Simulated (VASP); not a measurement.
# Ti3W2 (P6_3/mmc) in VASP: single point with PBE

Aim: the single point of Ti3W2 with PBE.

Everything below comes from runs of VASP 6.6.1. Logs are shortened: lines on timing, memory, paths and dates and some standing lists are left out, and cuts for length are marked.

## 1. The cell of the first run

The structure is hexagonal, space group P6_3/mmc (No. 194). The conventional cell has a = 2.847 Å, b = 2.847 Å, c = 23.816 Å, α = 90.00°, β = 90.00°, γ = 120.00°. Ti (site symmetry 3m) has 9 Ti at 2.85 to 2.87 Å and 3 W at 2.90 Å within 3.8 Å. Ti (site symmetry -6m2) has 6 Ti at 2.85 Å and 6 W at 2.89 Å within 3.8 Å. W (site symmetry 3m) has 6 W at 2.85 Å and 6 Ti at 2.89 to 2.90 Å within 3.8 Å.

## 2. Single point, PBE

Contents of INCAR:

```
SYSTEM = Ti3W2
ALGO = All
EDIFF = 1E-6
ENCUT = 550
GGA = PE
GGA_COMPAT = .False.
ISEARCH = 1
ISIF = 2
ISMEAR = 0
KPAR = 4
LASPH = .True.
LCHARG = .False.
LREAL = .False.
LWAVE = .False.
NBANDS = 75
NELM = 300
PREC = Accurate
SIGMA = 0.1
```

Contents of KPOINTS:

```
k-points
0
Gamma
  6 6 1
  0 0 0
```

Contents of POSCAR:

```
Ti3W2
1.0
    2.8472585994      0.0000000000      0.0000000000
   -1.4236292997      2.4657982782      0.0000000000
    0.0000000000      0.0000000000     23.8164365198
Ti W
6 4
Direct
    0.3333333333      0.6666666667      0.0494683018
    0.3333333333      0.6666666667      0.2500000000
    0.3333333333      0.6666666667      0.4505316982
    0.6666666667      0.3333333333      0.9505316982
    0.6666666667      0.3333333333      0.5494683018
    0.6666666667      0.3333333333      0.7500000000
    0.3333333333      0.6666666667      0.8500536843
    0.3333333333      0.6666666667      0.6499463157
    0.6666666667      0.3333333333      0.1499463157
    0.6666666667      0.3333333333      0.3500536843
```

Potentials or basis: VASP PAW PBE potentials, release 64 (Ti_sv, W_sv).

On the command line:

```
$ cat potpaw_PBE.64/Ti_sv/POTCAR potpaw_PBE.64/W_sv/POTCAR > POTCAR
$ mpirun -np 4 vasp_std > vasp.out
```

OUTCAR:

```text
SYSTEM = Ti3W2
   EDIFF = 1E-6
   ENCUT = 550
   GGA = PE
   ISIF = 2
   ISMEAR = 0
   LASPH = .True.
   LREAL = .False.
   NELM = 300
   PREC = Accurate

 ion  position               nearest neighbor table
   1  0.333  0.667  0.049-   4 2.87   4 2.87   4 2.87   9 2.90   9 2.90   9 2.90
   2  0.333  0.667  0.250-   9 2.89  10 2.89   9 2.89  10 2.89   9 2.89  10 2.89
   3  0.333  0.667  0.451-   5 2.87   5 2.87   5 2.87  10 2.90  10 2.90  10 2.90
   4  0.667  0.333  0.951-   1 2.87   1 2.87   1 2.87   7 2.90   7 2.90   7 2.90
   5  0.667  0.333  0.549-   3 2.87   3 2.87   3 2.87   8 2.90   8 2.90   8 2.90
   6  0.667  0.333  0.750-   7 2.89   8 2.89   7 2.89   8 2.89   7 2.89   8 2.89
   7  0.333  0.667  0.850-   6 2.89   6 2.89   6 2.89   4 2.90   4 2.90   4 2.90
   8  0.333  0.667  0.650-   6 2.89   6 2.89   6 2.89   5 2.90   5 2.90   5 2.90
   9  0.667  0.333  0.150-   2 2.89   2 2.89   2 2.89   1 2.90   1 2.90   1 2.90
  10  0.667  0.333  0.350-   2 2.89   2 2.89   2 2.89   3 2.90   3 2.90   3 2.90

  LATTYP: Found a hexagonal cell.
 ALAT       =     2.8472585994
 C/A-ratio  =     8.3646903463

  Lattice vectors:

 A1 = (   2.8472585994,   0.0000000000,   0.0000000000)
 A2 = (  -1.4236292997,   2.4657982782,   0.0000000000)
 A3 = (   0.0000000000,   0.0000000000,  23.8164365198)

Analysis of symmetry for initial positions (statically):
=====================================================================
 Subroutine PRICEL returns:
 Original cell was already a primitive cell.

 Routine SETGRP: Setting up the symmetry group for a
 hexagonal supercell.

 Subroutine GETGRP returns: Found 24 space group operations
 (whereof 12 operations were pure point group operations)
 out of a pool of 24 trial point group operations.

The static configuration has the point symmetry D_3d.
 The point group associated with its full space group is D_6h.

Analysis of symmetry for dynamics (positions and initial velocities):
=====================================================================
 Subroutine PRICEL returns:
 Original cell was already a primitive cell.

 Routine SETGRP: Setting up the symmetry group for a
 hexagonal supercell.

 Subroutine GETGRP returns: Found 24 space group operations
 (whereof 12 operations were pure point group operations)
 out of a pool of 24 trial point group operations.

The dynamic configuration has the point symmetry D_3d.
 The point group associated with its full space group is D_6h.

 Subroutine INISYM returns: Found 24 space group operations
[... 104 lines left out ...]
   TEBEG  =    0.0;   TEEND  =   0.0 temperature during run
   PSTRESS=    0.0 pullay stress
   NELECT =     128.0000    total number of electrons
   NUPDOWN=      -1.0000    fix difference up-down
   EMIN   =  10.00;   EMAX   =-10.00  energy-range for DOS
   EFERMI =   0.00;   METHOD = LEGACY
   ISMEAR =     0;   SIGMA  =   0.10  broadening in eV -4-tet -1-fermi 0-gaus
   EFERMI_NEDOS =   21; number of points for ismear=-14 and -15
   IALGO  =     58    algorithm
   IMIX   =      4    mixing-type and parameters
     AMIX     =   0.40;   BMIX     =  1.00
     AMIX_MAG =   1.60;   BMIX_MAG =  1.00
  volume/ion in A,a.u.               =      16.72       112.84
  Fermi-wavevector in a.u.,A,eV,Ry     =   1.497584  2.830023 30.514556  2.242757
  Thomas-Fermi vector in A             =   2.609453
   LORBIT       =      0    0 simple, 1 ext, 2 COOP (PROOUT), +10 PAW based schemes
   GGA     = PE    functional components
   LHFCALC =     F    Hartree Fock is set to
   AEXX    =    0.0000 exact exchange contribution
   IVDW    =     0    specifies the selected vdW correction
   LEPSILON=     F    determine dielectric tensor
   LRPA    =     F    only Hartree local field effects (RPA)
 non-spin polarized calculation
 Gauss-broadening in eV      SIGMA  =   0.10
  energy-cutoff  :      550.00
  volume of cell :      167.21
 maximum number of plane-waves:      4999
 NGX is ok and might be reduce to    24
   NGX = 11   NGY = 11   NGZ = 91

 number of electron     128.0000012 magnetization

 Free energy of the ion-electron system (eV)
  ---------------------------------------------------
  ext. energy  EPLUGINS =         0.00000000
  ---------------------------------------------------
  free energy    TOTEN  =       -96.46080166 eV

  energy without entropy =      -96.37805491  energy(sigma->0) =      -96.41942828

 E-fermi :   9.3555     XC(G=0): -12.3470

 val. band max:        9.3398224333   @ k =   0.3333   0.1667   0.0000
 cond. band min:       9.3825939059   @ k =   0.1667   0.1667   0.0000
 fundamental gap:      0.0427714726
 Fermi energy:         9.3555420851

 k-point     1 :       0.0000    0.0000    0.0000
  band No.  band energies     occupation
      1     -64.3304      2.00000
      2     -64.3304      2.00000
      3     -64.3304      2.00000
      4     -64.3304      2.00000
      5     -47.4331      2.00000
      6     -47.4331      2.00000
[... 535 lines left out ...]
     74      10.4922      0.00000
     75      10.6962      0.00000

------------------------ aborting loop because EDIFF is reached ----------------------------------------

  FORCE on cell =-STRESS in cart. coord.  units (eV):
  Direction    XX          YY          ZZ          XY          YZ          ZX
  --------------------------------------------------------------------------------------
  -------------------------------------------------------------------------------------
  Total        0.0350423      0.0350423      0.0426243      0.0000000      0.0000000      0.0000000
  in kB        0.3357699      0.3357699      0.4084198      0.0000000      0.0000000      0.0000000
  external PRESSURE =       0.3599865 kB  Pullay stress =       0.0000000 kB

 VOLUME and BASIS-vectors are now :
 -----------------------------------------------------------------------------
  energy-cutoff  :      550.00
  volume of cell :      167.21
      direct lattice vectors                 reciprocal lattice vectors
     2.847258599  0.000000000  0.000000000     0.351215025  0.202774089  0.000000000
    -1.423629300  2.465798278  0.000000000     0.000000000  0.405548178  0.000000000
     0.000000000  0.000000000 23.816436520     0.000000000  0.000000000  0.041987810

 POSITION                                       TOTAL-FORCE (eV/Angst)
 -----------------------------------------------------------------------------------
     -0.00000      1.64387      1.17816         0.000000      0.000000     -0.010409
     -0.00000      1.64387      5.95411         0.000000      0.000000      0.000000
     -0.00000      1.64387     10.73006         0.000000      0.000000      0.010409
      1.42363      0.82193     22.63828        -0.000000      0.000000      0.010409
      1.42363      0.82193     13.08638        -0.000000     -0.000000     -0.010409
      1.42363      0.82193     17.86233        -0.000000      0.000000      0.000000
     -0.00000      1.64387     20.24525        -0.000000      0.000000      0.004685
     -0.00000      1.64387     15.47941        -0.000000      0.000000     -0.004685
      1.42363      0.82193      3.57119         0.000000      0.000000     -0.004685
      1.42363      0.82193      8.33703         0.000000      0.000000      0.004685
 -----------------------------------------------------------------------------------
    total drift:                                0.000000     -0.000000      0.000000

  FREE ENERGIE OF THE ION-ELECTRON SYSTEM (eV)
  ---------------------------------------------------
  free  energy   TOTEN  =       -96.4608016568 eV

  energy  without entropy=      -96.3780573934  energy(sigma->0) =      -96.41942953
```

OSZICAR:

```text
N       E                     dE             d eps       ncg     rms           ort
DAV:   1     0.199116096378E+04    0.19912E+04   -0.70658E+04   525   0.226E+03
DAV:   2     0.135773342547E+03   -0.18554E+04   -0.18229E+04   525   0.705E+02
[... 54 lines left out ...]
 trl  57    -0.964607986225E+02   -0.20966E-05   -0.22812E-05   525   0.104E-04   0.281E-05
CGA:  58    -0.964607987198E+02   -0.21939E-05   -0.22812E-05   525   0.179E-04  -0.179E-08
CGA:  59    -0.964607991345E+02   -0.41473E-06   -0.41869E-06   525   0.599E-05   0.884E-06
CGA:  60    -0.964608008436E+02   -0.17091E-05   -0.16892E-05   525   0.387E-05  -0.506E-06
 trl  61    -0.964608016573E+02   -0.81370E-06   -0.81377E-06   525   0.355E-05  -0.794E-06
CGA:  62    -0.964608016568E+02   -0.81326E-06   -0.81377E-06   525   0.147E-04  -0.755E-06
   1 F= -.96460802E+02 E0= -.96419430E+02  d E =-.827443E-01
```

It took 2.1 min on 4 MPI ranks of Intel Xeon 6975P-C (Granite Rapids), shared host; peak memory 0.42 GiB.

What came out:

```yaml
Free_energy: -96.4608 eV
Pressure: 0.0 GPa
Largest_force: 0.010 eV/Å
Band_gap_on_the_k_mesh: zero (bands 64 and 65 overlap by 0.97 eV)
```

Forces in eV/Å, atoms in the order of the input:
```
Ti   0.000  0.000 -0.010
Ti   0.000  0.000  0.000
Ti   0.000  0.000  0.010
Ti   0.000  0.000  0.010
Ti   0.000  0.000 -0.010
Ti   0.000  0.000  0.000
W    0.000  0.000  0.005
W    0.000  0.000 -0.005
W    0.000  0.000 -0.005
W    0.000  0.000  0.005
```

Caveat: the k points lie up to 0.42 Å⁻¹ apart, too coarse for converged energies and pressures of a metal; spin-orbit coupling is left out, which moves the levels of the heavy elements.

The gap in the log of VASP goes by the Fermi energy; the results here count the filled bands.